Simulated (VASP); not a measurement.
# HfB in VASP: notebook, part 3 of 3

VASP 6.6.1. Earlier steps stand in the parts before.

## (5) Electric field gradients, PBE (z stretched by +1 % at fixed volume)

File INCAR:

```
SYSTEM = HfB
PREC = Accurate ; ENCUT = 520
EDIFF = 1E-8 ; ISMEAR = -1
SIGMA = 0.05 ; LREAL = .FALSE.
LASPH = .TRUE. ; NELM = 100
ALGO = Normal ; ISIF = 2
LWAVE = .FALSE. ; LCHARG = .FALSE.
GGA = PE ; LEFG = .TRUE.
NBANDS = 14
```

File KPOINTS:

```
Automatic mesh
0
G
  15 15 15
  0 0 0
```

File POSCAR:

```
HfB
1.0
    0.0000000000      2.2985359094      2.3331000000
    2.2985359094      0.0000000000      2.3331000000
    2.2985359094      2.2985359094      0.0000000000
Hf B
1 1
Direct
    0.5000000000      0.5000000000      0.5000000000
    0.0000000000      0.0000000000      0.0000000000
```

Potentials or basis: VASP PAW PBE potentials, release 64 (Hf_pv, B).

Run with:

```sh
$ cat potpaw_PBE.64/Hf_pv/POTCAR potpaw_PBE.64/B/POTCAR > POTCAR
$ mpirun -np 1 vasp_std > vasp.out
```

OUTCAR:

```text
SYSTEM = HfB
   PREC = Accurate
   ENCUT = 520
   EDIFF = 1E-8
   ISMEAR = -1
   LREAL = .FALSE.
   LASPH = .TRUE.
   NELM = 100
   ISIF = 2
   GGA = PE

 ion  position               nearest neighbor table
   1  0.500  0.500  0.500-   2 2.30   2 2.30   2 2.30   2 2.30   2 2.33   2 2.33
   2  0.000  0.000  0.000-   1 2.30   1 2.30   1 2.30   1 2.30   1 2.33   1 2.33

  LATTYP: Found a body centered tetragonal cell.
 ALAT       =     3.2506206567
 C/A-ratio  =     1.4354797107

  Lattice vectors:

 A1 = (  -2.2985359094,   0.0000000000,   2.3331000000)
 A2 = (   2.2985359094,   0.0000000000,   2.3331000000)
 A3 = (   0.0000000000,   2.2985359094,  -2.3331000000)

Analysis of symmetry for initial positions (statically):
=====================================================================
 Subroutine PRICEL returns:
 Original cell was already a primitive cell.

 Routine SETGRP: Setting up the symmetry group for a
 body centered tetragonal supercell.

 Subroutine GETGRP returns: Found 16 space group operations
 (whereof 16 operations were pure point group operations)
 out of a pool of 16 trial point group operations.

The static configuration has the point symmetry D_4h.

Analysis of symmetry for dynamics (positions and initial velocities):
=====================================================================
 Subroutine PRICEL returns:
 Original cell was already a primitive cell.

 Routine SETGRP: Setting up the symmetry group for a
 body centered tetragonal supercell.

 Subroutine GETGRP returns: Found 16 space group operations
 (whereof 16 operations were pure point group operations)
[... 554 lines left out ...]
      6       5.8025      0.00000
      7       6.6030      0.00000
      8       7.1717      0.00000
      9       9.6807      0.00000
     10      10.9287      0.00000
     11      11.5856      0.00000
     12      14.3432      0.00000
     13      19.2791      0.00000
     14      19.3807      0.00000

 [... further k-points ...]

------------------------ aborting loop because EDIFF is reached ----------------------------------------

  FORCE on cell =-STRESS in cart. coord.  units (eV):
  Direction    XX          YY          ZZ          XY          YZ          ZX
  --------------------------------------------------------------------------------------
  -------------------------------------------------------------------------------------
  Total        5.1394049      5.1394049      3.9461116      0.0000000      0.0000000      0.0000000
  in kB      334.0084739    334.0084739    256.4566744      0.0000000      0.0000000      0.0000000
  external PRESSURE =     308.1578741 kB  Pullay stress =       0.0000000 kB

 VOLUME and BASIS-vectors are now :
 -----------------------------------------------------------------------------
  energy-cutoff  :      520.00
  volume of cell :       24.65
      direct lattice vectors                 reciprocal lattice vectors
     0.000000000  2.298535909  2.333100000    -0.217529775  0.217529775  0.214307145
     2.298535909  0.000000000  2.333100000     0.217529775 -0.217529775  0.214307145
     2.298535909  2.298535909  0.000000000     0.217529775  0.217529775 -0.214307145

 POSITION                                       TOTAL-FORCE (eV/Angst)
 -----------------------------------------------------------------------------------
      2.29854      2.29854      2.33310         0.000000     -0.000000      0.000000
      0.00000      0.00000      0.00000        -0.000000      0.000000      0.000000
 -----------------------------------------------------------------------------------
    total drift:                               -0.000000     -0.000000      0.000000

  FREE ENERGIE OF THE ION-ELECTRON SYSTEM (eV)
  ---------------------------------------------------
  free  energy   TOTEN  =       -17.1497718146 eV

  energy  without entropy=      -17.1420880888  energy(sigma->0) =      -17.14592995

 Electric field gradients (V/A^2)
---------------------------------------------------------------------
 ion       V_xx      V_yy      V_zz      V_xy      V_xz      V_yz
---------------------------------------------------------------------
   1     -11.919   -11.919    23.837    -0.000     0.000     0.000
   2      -0.169    -0.169     0.339     0.000     0.000     0.000
---------------------------------------------------------------------

 Electric field gradients after diagonalization (V/A^2)
 (convention: |V_zz| > |V_xx| > |V_yy|)
----------------------------------------------------------------------
 ion       V_xx      V_yy      V_zz     asymmetry (V_yy - V_xx)/ V_zz
----------------------------------------------------------------------
   1     -11.919   -11.918    23.837       0.000
   2      -0.169    -0.169     0.339       0.000
----------------------------------------------------------------------

           NMR quadrupolar parameters

 Cq : quadrupolar parameter    Cq=e*Q*V_zz/h
 eta: asymmetry parameters     (V_yy - V_xx)/ V_zz
 Q  : nuclear electric quadrupole moment in mb (millibarn)
----------------------------------------------------------------------
 ion       Cq(MHz)       eta       Q (mb)
----------------------------------------------------------------------
   1       0.058       0.000       1.000
   2       0.001       0.000       1.000
----------------------------------------------------------------------
```

Run time: 64 s. Hardware: 1 thread of Intel Xeon Platinum 8488C (Sapphire Rapids), shared host; peak memory 0.22 GiB.

What came out:

* Free energy: -17.1498 eV
* Pressure: 30.8 GPa

Stress tensor (GPa, compression positive):
```
33.40  0.00  0.00
 0.00 33.40  0.00
 0.00  0.00 25.65
```

Electric field gradients, principal values (V/Å²):
| atom | least | middle | greatest (by size) |
| --- | --- | --- | --- |
| 1 Hf | -11.918 | -11.919 | 23.837 |
| 2 B | -0.169 | -0.169 | 0.339 |

Caveat: without QUAD_EFG the Cq values of the log hold for a quadrupole moment of 1 mb, not for the nuclei; spin-orbit coupling is left out, which moves the levels of the heavy elements.

## (6) Electric field gradients, PBE (z stretched by +1 % at fixed volume)

File INCAR:

```
  PREC = Accurate
  ENCUT = 520
  EDIFF = 1E-8
  ISMEAR = -1
  SIGMA = 0.05
  LREAL = False
  LASPH = True
  NELM = 80
  ALGO = Normal
  ISIF = 2
  LWAVE = False
  LCHARG = False
  GGA = PE
  LEFG = True
  NBANDS = 14
```

File KPOINTS:

```
regular mesh
0
Gamma
  15 15 15
```

POSCAR is that of step 5.

Potentials or basis: VASP PAW PBE potentials, release 64 (Hf_pv, B).

Run with:

```sh
$ cat potpaw_PBE.64/Hf_pv/POTCAR potpaw_PBE.64/B/POTCAR > POTCAR
$ mpirun -np 1 vasp_std > vasp.out
```

OUTCAR:

```text
PREC = Accurate
   ENCUT = 520
   EDIFF = 1E-8
   ISMEAR = -1
   LREAL = False
   LASPH = True
   NELM = 80
   ISIF = 2
   GGA = PE

 ion  position               nearest neighbor table
   1  0.500  0.500  0.500-   2 2.30   2 2.30   2 2.30   2 2.30   2 2.33   2 2.33
   2  0.000  0.000  0.000-   1 2.30   1 2.30   1 2.30   1 2.30   1 2.33   1 2.33

  LATTYP: Found a body centered tetragonal cell.
 ALAT       =     3.2506206567
 C/A-ratio  =     1.4354797107

  Lattice vectors:

 A1 = (  -2.2985359094,   0.0000000000,   2.3331000000)
 A2 = (   2.2985359094,   0.0000000000,   2.3331000000)
 A3 = (   0.0000000000,   2.2985359094,  -2.3331000000)

Analysis of symmetry for initial positions (statically):
=====================================================================
 Subroutine PRICEL returns:
 Original cell was already a primitive cell.

 Routine SETGRP: Setting up the symmetry group for a
 body centered tetragonal supercell.

 Subroutine GETGRP returns: Found 16 space group operations
 (whereof 16 operations were pure point group operations)
 out of a pool of 16 trial point group operations.

The static configuration has the point symmetry D_4h.

Analysis of symmetry for dynamics (positions and initial velocities):
=====================================================================
 Subroutine PRICEL returns:
 Original cell was already a primitive cell.

 Routine SETGRP: Setting up the symmetry group for a
 body centered tetragonal supercell.

 Subroutine GETGRP returns: Found 16 space group operations
 (whereof 16 operations were pure point group operations)
[... 553 lines left out ...]
      5       4.6356      1.99993
      6       5.8025      0.00000
      7       6.6030      0.00000
      8       7.1717      0.00000
      9       9.6807      0.00000
     10      10.9287      0.00000
     11      11.5856      0.00000
     12      14.3432      0.00000
     13      19.2791      0.00000
     14      19.3807      0.00000

 [... further k-points ...]

------------------------ aborting loop because EDIFF is reached ----------------------------------------

  FORCE on cell =-STRESS in cart. coord.  units (eV):
  Direction    XX          YY          ZZ          XY          YZ          ZX
  --------------------------------------------------------------------------------------
  -------------------------------------------------------------------------------------
  Total        5.1394049      5.1394049      3.9461116      0.0000000      0.0000000      0.0000000
  in kB      334.0084739    334.0084739    256.4566744      0.0000000      0.0000000      0.0000000
  external PRESSURE =     308.1578741 kB  Pullay stress =       0.0000000 kB

 VOLUME and BASIS-vectors are now :
 -----------------------------------------------------------------------------
  energy-cutoff  :      520.00
  volume of cell :       24.65
      direct lattice vectors                 reciprocal lattice vectors
     0.000000000  2.298535909  2.333100000    -0.217529775  0.217529775  0.214307145
     2.298535909  0.000000000  2.333100000     0.217529775 -0.217529775  0.214307145
     2.298535909  2.298535909  0.000000000     0.217529775  0.217529775 -0.214307145

 POSITION                                       TOTAL-FORCE (eV/Angst)
 -----------------------------------------------------------------------------------
      2.29854      2.29854      2.33310         0.000000     -0.000000      0.000000
      0.00000      0.00000      0.00000        -0.000000      0.000000      0.000000
 -----------------------------------------------------------------------------------
    total drift:                               -0.000000     -0.000000      0.000000

  FREE ENERGIE OF THE ION-ELECTRON SYSTEM (eV)
  ---------------------------------------------------
  free  energy   TOTEN  =       -17.1497718146 eV

  energy  without entropy=      -17.1420880888  energy(sigma->0) =      -17.14592995

 Electric field gradients (V/A^2)
---------------------------------------------------------------------
 ion       V_xx      V_yy      V_zz      V_xy      V_xz      V_yz
---------------------------------------------------------------------
   1     -11.919   -11.919    23.837    -0.000     0.000     0.000
   2      -0.169    -0.169     0.339     0.000     0.000     0.000
---------------------------------------------------------------------

 Electric field gradients after diagonalization (V/A^2)
 (convention: |V_zz| > |V_xx| > |V_yy|)
----------------------------------------------------------------------
 ion       V_xx      V_yy      V_zz     asymmetry (V_yy - V_xx)/ V_zz
----------------------------------------------------------------------
   1     -11.919   -11.918    23.837       0.000
   2      -0.169    -0.169     0.339       0.000
----------------------------------------------------------------------

           NMR quadrupolar parameters

 Cq : quadrupolar parameter    Cq=e*Q*V_zz/h
 eta: asymmetry parameters     (V_yy - V_xx)/ V_zz
 Q  : nuclear electric quadrupole moment in mb (millibarn)
----------------------------------------------------------------------
 ion       Cq(MHz)       eta       Q (mb)
----------------------------------------------------------------------
   1       0.058       0.000       1.000
   2       0.001       0.000       1.000
----------------------------------------------------------------------
```

It took 61 s on 1 thread of Intel Xeon Platinum 8488C (Sapphire Rapids), shared host; peak memory 0.22 GiB.

What came out:

```yaml
Free_energy: -17.1498 eV
Pressure: 30.8 GPa
```

Levels at points of the mesh, in eV from the Fermi level:
```csv
k point,band 4,band 5,band 6,band 7,band 8,band 9,band 10,band 11
"(0.00, 0.00, 0.00)",-9.60,2.06,2.24,2.24,3.86,3.97,3.97,4.10
```

Electric field gradients, principal values (V/Å²):
| atom | least | middle | greatest (by size) |
| --- | --- | --- | --- |
| 1 Hf | -11.918 | -11.919 | 23.837 |
| 2 B | -0.169 | -0.169 | 0.339 |

Caveat: without QUAD_EFG the Cq values of the log hold for a quadrupole moment of 1 mb, not for the nuclei; spin-orbit coupling is left out, which moves the levels of the heavy elements.

## (7) Overview

| cell | gap on the mesh (eV) | pressure (GPa) |
| --- | --- | --- |
| a = 3.294 Å, angles 60.0°, 2 atoms | none | 24.0 |
| a = 3.320 Å, angles 60.0°, 2 atoms | none | 18.0 |
| a = 3.202, b = 3.202, c = 3.136 Å, angles 60.7, 60.7, 58.6°, 2 atoms | none | 58.0 |
| a = 3.275, b = 3.275, c = 3.251 Å, angles 60.2, 60.2, 59.5°, 2 atoms | none | 30.8 |

Alike in all rows: task electric field gradients; level PBE; potentials or basis VASP PAW PBE potentials, release 64 (Hf_pv, B); no spin polarisation; k mesh 15 × 15 × 15; cutoff (eV) 520; smearing fermi-dirac 0.05 eV.

Caveats: spin-orbit coupling is left out, which moves the levels of the heavy elements.

Total energies depend on the potentials used, so only differences within one code and one set of settings carry meaning.
